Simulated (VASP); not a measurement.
Runs of VASP 6.6.1 on Te. The structure is that of space group P6_3/mmc (No. 194), or close to it. The cells are those of the table. 

| task | cell | k mesh | cutoff (eV) | gap on the mesh (eV) | pressure (GPa) | relaxed volume (Å³/atom) | largest force (eV/Å) |
| --- | --- | --- | --- | --- | --- | --- | --- |
| single point | a = 3.936, b = 3.936, c = 10.720 Å, angles 90.0, 90.0, 120.0°, 4 atoms | 6 × 6 × 2 | 520 | none | 67.8 | - | - |
| single point | a = 5.248, b = 5.248, c = 6.310 Å, angles 90.0, 90.0, 120.0°, 4 atoms | 12 × 12 × 8 | 520 | none | 0.0 | - | - |
| single point | a = 3.644, b = 3.644, c = 11.464 Å, angles 90.0, 90.0, 120.0°, 4 atoms | 15 × 15 × 4 | 520 | none | 0.0 | - | (a) |
| relaxation of cell and atoms | relaxed from a = 4.058, b = 4.058, c = 10.418 Å, angles 90.0, 90.0, 120.0°, 4 atoms | 6 × 6 × 2 | 600 | none | 0.0 | 72.52 | 0.03 |
| relaxation of cell and atoms | relaxed from a = 5.183, b = 5.183, c = 6.398 Å, angles 90.0, 90.0, 120.0°, 4 atoms | 6 × 6 × 4 | 600 | - | 0.0 | 37.00 | - |

Alike in all rows: level PBE; potentials or basis VASP PAW PBE potentials, release 64 (Te); no spin polarisation; smearing gaussian 0.1 eV.

Problem. Estimate the missing entries.

Solution. (a) 0.02.

Caveats: spin-orbit coupling is left out, which moves the levels of the heavy elements; this functional lacks dispersion, which binds the layers, so the pressure and a relaxed spacing across them are unreliable (some runs); the volume moved by over 15 % at a fixed basis, so the end points are rough (some runs); the bands computed are all filled at some k points, so no gap is given (some runs).

A k mesh can miss the band edges, and the runs leave out spin-orbit coupling on Te.

A gap of «none» marks levels without a gap at the run's occupations.
